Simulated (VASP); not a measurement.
# Fe in VASP: a series of runs

Fe is run at these levels: PBEsol, PBE; tasks: single point, relaxation of cell and atoms.

Program: VASP 6.6.1. These are calculated values, not measurements. Logs are shortened: lines on timing, memory, paths and dates and some standing lists are left out, and cuts for length are marked.

### 1 The cell of the first run

The structure is tetragonal, space group I4/mmm (No. 139). Conventional cell: a = 3.001 Å, b = 3.001 Å, c = 2.886 Å, α = 90.00°, β = 90.00°, γ = 90.00°. Fe (site symmetry 4/mmm) has 14 Fe at 2.57 to 3.00 Å within 3.4 Å.

### 2 Single point, PBEsol, collinear spin, ferromagnetic start

File INCAR:

```
SYSTEM = Fe
  PREC = Accurate
  ENCUT = 520
  EDIFF = 1E-7
  ISMEAR = -1
  SIGMA = 0.05
  LREAL = .False.
  LASPH = .True.
  NELM = 150
  ALGO = Fast
  ISIF = 2
  LWAVE = .False.
  LCHARG = .False.
  ISPIN = 2
  MAGMOM = 3
  LORBIT = 11
  LMAXMIX = 4
  GGA = PS
  NBANDS = 14
```

File KPOINTS:

```
regular mesh
0
Gamma
  11 11 11
  0 0 0
```

File POSCAR:

```
Fe
1.0
   -1.5007200000      1.5007200000      1.4430000000
    1.5007200000     -1.5007200000      1.4430000000
    1.5007200000      1.5007200000     -1.4430000000
Fe
1
Direct
    0.0000000000      0.0000000000      0.0000000000
```

Potentials or basis: VASP PAW PBE potentials, release 64 (Fe).

On the command line:

```bash
> cat potpaw_PBE.64/Fe/POTCAR > POTCAR
> mpirun -np 1 vasp_std > vasp.out
```

OUTCAR:

```text
SYSTEM = Fe
   PREC = Accurate
   ENCUT = 520
   EDIFF = 1E-7
   ISMEAR = -1
   LREAL = .False.
   LASPH = .True.
   NELM = 150
   ISIF = 2
   ISPIN = 2
   LORBIT = 11
   GGA = PS

 ion  position               nearest neighbor table
   1  0.000  0.000  0.000-

  LATTYP: Found a body centered tetragonal cell.
 ALAT       =     3.0014400000
 C/A-ratio  =     0.9615384615

  Lattice vectors:

 A1 = (  -1.5007200000,   1.5007200000,   1.4430000000)
 A2 = (   1.5007200000,  -1.5007200000,   1.4430000000)
 A3 = (   1.5007200000,   1.5007200000,  -1.4430000000)

Analysis of symmetry for initial positions (statically):
=====================================================================
 Subroutine PRICEL returns:
 Original cell was already a primitive cell.

 Routine SETGRP: Setting up the symmetry group for a
 body centered tetragonal supercell.

 Subroutine GETGRP returns: Found 16 space group operations
 (whereof 16 operations were pure point group operations)
 out of a pool of 16 trial point group operations.

The static configuration has the point symmetry D_4h.

Analysis of symmetry for dynamics (positions and initial velocities):
=====================================================================
 Subroutine PRICEL returns:
 Original cell was already a primitive cell.

 Routine SETGRP: Setting up the symmetry group for a
 body centered tetragonal supercell.

 Subroutine GETGRP returns: Found 16 space group operations
 (whereof 16 operations were pure point group operations)
 out of a pool of 16 trial point group operations.

The dynamic configuration has the point symmetry D_4h.

Analysis of structural, dynamic, and magnetic symmetry:
=====================================================================
 Subroutine PRICEL returns:
 Original cell was already a primitive cell.

 Routine SETGRP: Setting up the symmetry group for a
 body centered tetragonal supercell.

 Subroutine GETGRP returns: Found 16 space group operations
 (whereof 16 operations were pure point group operations)
 out of a pool of 16 trial point group operations.

The overall configuration has the point symmetry D_4h.

 Subroutine INISYM returns: Found 16 space group operations
 (whereof 16 operations are pure point group operations),
 and found     1 'primitive' translations

----------------------------------------------------------------------------------------

                                     Primitive cell

  volume of cell :      12.9995

  direct lattice vectors                    reciprocal lattice vectors
    -1.500720000  1.500720000  1.443000000     0.000000000  0.333173410  0.346500347
     1.500720000 -1.500720000  1.443000000     0.333173410  0.000000000  0.346500347
     1.500720000  1.500720000 -1.443000000     0.333173410  0.333173410  0.000000000

[... 119 lines left out ...]
 number of electron       8.0000003 magnetization       2.5913906

 Free energy of the ion-electron system (eV)
  ---------------------------------------------------
  ext. energy  EPLUGINS =         0.00000000
  ---------------------------------------------------
  free energy    TOTEN  =        -8.72386919 eV

  energy without entropy =       -8.71488747  energy(sigma->0) =       -8.71937833

 E-fermi :   4.4116     XC(G=0): -12.5195

 val. band max:        4.4069421563   @ k =  -0.1818   0.2727   0.0909
 cond. band min:       4.4115769612   @ k =  -0.0909   0.0909   0.0909
 fundamental gap:      0.0046348049
 Fermi energy:         4.4115643285

 spin component 1

 k-point     1 :       0.0000    0.0000    0.0000
  band No.  band energies     occupation
      1      -3.3744      1.00000
      2       2.1047      1.00000
      3       2.2506      1.00000
      4       2.2506      1.00000
      5       3.1749      1.00000
      6       3.3589      1.00000
      7      27.6852      0.00000
      8      27.6852      0.00000
      9      28.5714      0.00000
     10      31.9918      0.00000
     11      32.6479      0.00000
     12      33.0409      0.00000
     13      33.2625      0.00000
     14      33.2625      0.00000
[... 379 lines left out ...]
      3       2.0809      1.00000
      4       2.8001      1.00000
      5       3.0028      1.00000
      6       3.3446      1.00000
      7      21.2981      0.00000
      8      25.9361      0.00000
      9      27.5530      0.00000
     10      28.4808      0.00000
     11      29.9651      0.00000
     12      31.0280      0.00000
     13      34.4642      0.00000
     14      37.5727      0.00000

 [... further k-points ...]

 spin component 2

 k-point     1 :       0.0000    0.0000    0.0000
  band No.  band energies     occupation
      1      -3.1103      1.00000
      2       4.4117      0.49951
      3       4.6670      0.00601
      4       4.6670      0.00601
      5       6.0381      0.00000
      6       6.3273      0.00000
      7      27.5370      0.00000
      8      27.5370      0.00000
      9      28.4336      0.00000
     10      32.2791      0.00000
     11      32.8094      0.00000
     12      33.8836      0.00000
     13      34.3781      0.00000
     14      34.3781      0.00000
[... 379 lines left out ...]
      3       4.3636      0.72308
      4       5.2883      0.00000
      5       5.7835      0.00000
      6       6.3138      0.00000
      7      21.9098      0.00000
      8      26.0011      0.00000
      9      27.8309      0.00000
     10      29.4385      0.00000
     11      30.6266      0.00000
     12      31.4165      0.00000
     13      34.8596      0.00000
     14      38.0915      0.00000

 [... further k-points ...]
[... 5 lines left out ...]
  --------------------------------------------------------------------------------------
  -------------------------------------------------------------------------------------
  Total       -1.7966348     -1.7966348     -1.6699775      0.0000000      0.0000000      0.0000000
  in kB     -221.4342205   -221.4342205   -205.8237695      0.0000000      0.0000000      0.0000000
  external PRESSURE =    -216.2307368 kB  Pullay stress =       0.0000000 kB

 VOLUME and BASIS-vectors are now :
 -----------------------------------------------------------------------------
  energy-cutoff  :      520.00
  volume of cell :       13.00
      direct lattice vectors                 reciprocal lattice vectors
    -1.500720000  1.500720000  1.443000000     0.000000000  0.333173410  0.346500347
     1.500720000 -1.500720000  1.443000000     0.333173410  0.000000000  0.346500347
     1.500720000  1.500720000 -1.443000000     0.333173410  0.333173410  0.000000000

 POSITION                                       TOTAL-FORCE (eV/Angst)
 -----------------------------------------------------------------------------------
      0.00000      0.00000      0.00000        -0.000000     -0.000000      0.000000
 -----------------------------------------------------------------------------------
    total drift:                                0.000000     -0.000000      0.000000

  FREE ENERGIE OF THE ION-ELECTRON SYSTEM (eV)
  ---------------------------------------------------
  free  energy   TOTEN  =        -8.7238691854 eV

  energy  without entropy=       -8.7148874692  energy(sigma->0) =       -8.71937833

 total charge

# of ion       s       p       d       tot
------------------------------------------
    1        0.440   0.436   6.149   7.025

 magnetization (x)

# of ion       s       p       d       tot
------------------------------------------
    1       -0.014  -0.051   2.668   2.603
```

OSZICAR:

```text
N       E                     dE             d eps       ncg     rms          rms(c)
DAV:   1     0.203927701826E+02    0.20393E+02   -0.36999E+03  7672   0.656E+02
DAV:   2    -0.891918000480E+01   -0.29312E+02   -0.26848E+02  7596   0.124E+02
DAV:   3    -0.984191994386E+01   -0.92274E+00   -0.91352E+00  8530   0.230E+01
DAV:   4    -0.984519265737E+01   -0.32727E-02   -0.32723E-02  8208   0.122E+00
DAV:   5    -0.984521056213E+01   -0.17905E-04   -0.17904E-04  8630   0.939E-02    0.106E+01
RMM:   6    -0.888493970987E+01    0.96027E+00   -0.21443E+00  8856   0.157E+01    0.840E+00
RMM:   7    -0.873377513219E+01    0.15116E+00   -0.13000E-01  8840   0.411E+00    0.402E+00
RMM:   8    -0.872863353497E+01    0.51416E-02   -0.73369E-03  8832   0.649E-01    0.147E+00
RMM:   9    -0.872383760077E+01    0.47959E-02   -0.24116E-03  8745   0.309E-01    0.608E-01
RMM:  10    -0.872377522760E+01    0.62373E-04   -0.23771E-04  9047   0.169E-01    0.333E-01
RMM:  11    -0.872387567194E+01   -0.10044E-03   -0.22892E-04  8857   0.163E-01    0.750E-02
RMM:  12    -0.872386973625E+01    0.59357E-05   -0.22552E-05  9029   0.358E-02    0.248E-02
RMM:  13    -0.872386912286E+01    0.61339E-06   -0.33667E-06  9388   0.130E-02    0.895E-03
RMM:  14    -0.872386935900E+01   -0.23614E-06   -0.90450E-07  8913   0.842E-03    0.676E-03
RMM:  15    -0.872386919317E+01    0.16583E-06   -0.16600E-07  7938   0.308E-03    0.112E-03
RMM:  16    -0.872386918540E+01    0.77624E-08   -0.33860E-08  5572   0.129E-03
   1 F= -.87238692E+01 E0= -.87193783E+01  d E =-.898172E-02  mag=     2.5914
```

Wall time 25 s (1 thread of Intel Xeon 6975P-C (Granite Rapids), shared host); peak memory 0.15 GiB.

What came out:

```yaml
Free_energy: -8.7239 eV
Pressure: -21.6 GPa
Net_moment: 2.59 μB per cell
Site_moments: Fe +2.60 μB
Valence_electrons_inside_the_program's_atomic_spheres: Fe 7.03
```

Stress tensor (GPa, compression positive):
```
-22.14   0.00   0.00
  0.00 -22.14   0.00
  0.00   0.00 -20.58
```

Levels at points of the mesh, in eV from the Fermi level:
Spin up:
```csv
k point,band 1,band 2,band 3,band 4,band 5,band 6,band 7,band 8,band 9,band 10
"(0.00, 0.00, 0.00)",-7.79,-2.31,-2.16,-2.16,-1.24,-1.05,23.27,23.27,24.16,27.58
```
Spin down:
| k point | band 1 | band 2 | band 3 | band 4 | band 5 | band 6 |
| --- | --- | --- | --- | --- | --- | --- |
| (0.00, 0.00, 0.00) | -7.52 | 0.00 | 0.26 | 0.26 | 1.63 | 1.92 |

Caveat: the PAW data sets were made with another functional, which shifts forces and pressure a little.

### 3 Single point, PBE, collinear spin, ferromagnetic start

File INCAR:

```
SYSTEM = Fe
PREC = Accurate
ENCUT = 520
EDIFF = 1E-6
ISMEAR = -1
SIGMA = 0.05
LREAL = .FALSE.
LASPH = .TRUE.
NELM = 150
ALGO = Normal
ISIF = 2
LWAVE = .FALSE.
LCHARG = .TRUE.
ISPIN = 2
MAGMOM = 3
LORBIT = 11
LMAXMIX = 4
GGA = PE
LELF = .TRUE.
LVHAR = .TRUE.
NBANDS = 14
```

File KPOINTS:

```
Automatic mesh
0
G
  11 11 11
  0 0 0
```

POSCAR is that of step 2.

Potentials or basis: VASP PAW PBE potentials, release 64 (Fe).

On the command line:

```bash
> cat potpaw_PBE.64/Fe/POTCAR > POTCAR
> mpirun -np 1 vasp_std > vasp.out
```

Run time: 19 s. Hardware: 1 thread of Intel Xeon 6975P-C (Granite Rapids), shared host; peak memory 0.16 GiB.

It converged, with:

| Property | Result |
| --- | --- |
| Free energy | -8.1493 eV |
| Pressure | -14.4 GPa |
| Net moment | 2.59 μB per cell |
| Site moments | Fe +2.62 μB |
| Valence electrons inside the program's atomic spheres | Fe 7.02 |

Stress tensor (GPa, compression positive):
```
-14.91   0.00   0.00
  0.00 -14.91   0.00
  0.00   0.00 -13.39
```

Levels at points of the mesh, in eV from the Fermi level:
Spin up:
```tsv
k point	band 1	band 2	band 3	band 4	band 5	band 6	band 7	band 8	band 9	band 10
(0.00, 0.00, 0.00)	-7.70	-2.30	-2.16	-2.16	-1.27	-1.09	23.37	23.37	24.26	27.66
```
Spin down:
```tsv
k point	band 1	band 2	band 3	band 4	band 5	band 6	band 7	band 8
(0.00, 0.00, 0.00)	-7.54	-0.01	0.26	0.26	1.68	1.98	23.04	23.04
```

### 4 Relaxation of cell and atoms, PBE, collinear spin, ferromagnetic start

This run uses another cell than the first one, of 12.02 Å³/atom, 0.925 times its volume.

File INCAR:

```
SYSTEM = Fe
PREC     = Accurate       ! precision mode
ENCUT    = 600            ! plane-wave cutoff, eV
EDIFF    = 1E-7           ! SCF threshold, eV
ISMEAR   = -1             ! smearing method
SIGMA    = 0.05           ! smearing width, eV
LREAL    = .FALSE.        ! projectors in reciprocal space
LASPH    = .TRUE.         ! aspherical terms in the spheres
NELM     = 150            ! most SCF steps
ALGO     = Normal         ! electronic algorithm
ISIF     = 3              ! what is computed and relaxed
LWAVE    = .FALSE.        ! write WAVECAR
LCHARG   = .FALSE.        ! write CHGCAR
ISPIN    = 2              ! spin polarisation
MAGMOM   = 3              ! initial moments
LORBIT   = 11             ! projections on sites
LMAXMIX  = 4              ! l up to which the mixer works
GGA      = PE             ! functional
IBRION   = 2              ! ionic algorithm
NSW      = 60             ! ionic steps
EDIFFG   = -0.01          ! ionic threshold
```

File KPOINTS:

```
regular mesh
0
G
  13 13 13
  0 0 0
```

File POSCAR:

```
Fe
1.0
   -1.4430000000      1.4430000000      1.4430000000
    1.4430000000     -1.4430000000      1.4430000000
    1.4430000000      1.4430000000     -1.4430000000
Fe
1
Direct
    0.0000000000      0.0000000000      0.0000000000
```

On the command line:

```bash
> cat potpaw_PBE.64/Fe/POTCAR > POTCAR
> mpirun -np 1 vasp_std > vasp.out
```

It took 24 s on 1 thread of Intel Xeon 6975P-C (Granite Rapids), shared host; peak memory 0.15 GiB.

It converged, with:

```yaml
Free_energy: -8.2444 eV
Relaxed_volume: 11.29 Å³/atom
Relaxed_cell: a = 2.448 Å, b = 2.448 Å, c = 2.448 Å, α = 109.47°, β = 109.47°, γ = 109.47°
Space_group_after_relaxing_to_0.05_Å: Im-3m (No. 229)
Energy_gained_by_relaxing: 23.4 meV/atom
Ionic_steps: 3
Pressure_after_relaxing: 0.1 GPa
Net_moment: 2.13 μB per cell
Site_moments: Fe +2.13 μB
Valence_electrons_inside_the_program's_atomic_spheres: Fe 7.28
```

The path:
```
step  energy change (eV)  largest force (eV/Å)  pressure (GPa)  volume (Å³)
   1              0.0000                0.0000           -9.14        12.02
   2             -0.0126                0.0000            8.51        10.86
   3             -0.0234                0.0000            0.10        11.29
```

Final structure:
```
Fe
1.0
    -1.41321    1.41321    1.41321
     1.41321   -1.41321    1.41321
     1.41321    1.41321   -1.41321
Fe
1
Cartesian
  0.0000 0.0000 0.0000
```

Levels at points of the mesh, in eV from the Fermi level:
Spin up:
```
           k point  band 2  band 3  band 4  band 5  band 6  band 7  band 8  band 9
(0.00, 0.00, 0.00)   -2.30   -2.30   -2.30   -1.10   -1.10   25.08   25.08   25.08
```
Spin down:
```tsv
k point	band 1	band 2	band 3	band 4	band 5	band 6	band 7
(0.00, 0.00, 0.00)	-8.32	-0.47	-0.47	-0.47	1.62	1.63	24.82
```

(Part 1 of 2 ends here.)
